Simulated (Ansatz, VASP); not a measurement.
Ca: VASP beside Ansatz

INCAR

```
SYSTEM = Ca
PREC = Accurate
ENCUT = 600
EDIFF = 1E-6
ISMEAR = 0
SIGMA = 0.1
LREAL = .FALSE.
LASPH = .TRUE.
NELM = 100
ALGO = Normal
ISIF = 3
LWAVE = .FALSE.
LCHARG = .FALSE.
GGA = PE
IBRION = 2
NSW = 100
EDIFFG = -0.005
```

Contents of KPOINTS:

```
regular mesh
0
G
  14 14 14
  0 0 0
```

The input POSCAR:

```
Ca
1.0
   -2.0964874600      2.1017318100      2.4453524600
    2.0964874600     -2.1017318100      2.4453524600
    2.0964874600      2.1017318100     -2.4453524600
Ca
1
Direct
    0.5000000000      0.5000000000      0.0000000000
```

Input for Ansatz:

```yaml
crystal:
  lattice:
    - [-2.09648746, 2.10173181, 2.44535246]
    - [2.09648746, -2.10173181, 2.44535246]
    - [2.09648746, 2.10173181, -2.44535246]
  atoms:
    - { symbol: Ca, position: [0.5, 0.5, 0.0] }
basis:
  ecutwfc: 420
kpoints:
  mp_grid: { grid: [14, 14, 14] }
hamiltonian:
  xc: pbe
scf:
  occupations: { method: gaussian, width: 0.1 }
output:
  forces: true
  stress: true
  eigenvalues: true
relax:
  adjacent_minimum: "off"
  f_tol: 0.005
  max_steps: 80
  cell: { stress_tol: 0.05 }
```

Alike in both runs: task relaxation of cell and atoms; functional PBE; k mesh 14 × 14 × 14; occupations gaussian, width 0.1 eV; no spin polarisation.

|  | VASP | Ansatz |
| --- | --- | --- |
| version | VASP 6.6.1 | Ansatz 0.2.0 |
| potentials or method | VASP PAW PBE potentials, release 64 (Ca_sv), cutoff 600 eV | scalar-relativistic, plane waves, PAW |
| valence electrons in the cell | 10 | 10 |

```tsv
	VASP	Ansatz	Ansatz less VASP
gap on the k mesh at the Fermi level, each at its own relaxed structure (eV)	none	none	-
relaxed volume (Å³/atom)	42.26	42.13	-0.129
relaxed cell length with the largest relative difference (Å)	3.908	3.903	-0.0050
```

A gap of «none» marks a metal or a gap that the smearing closes.
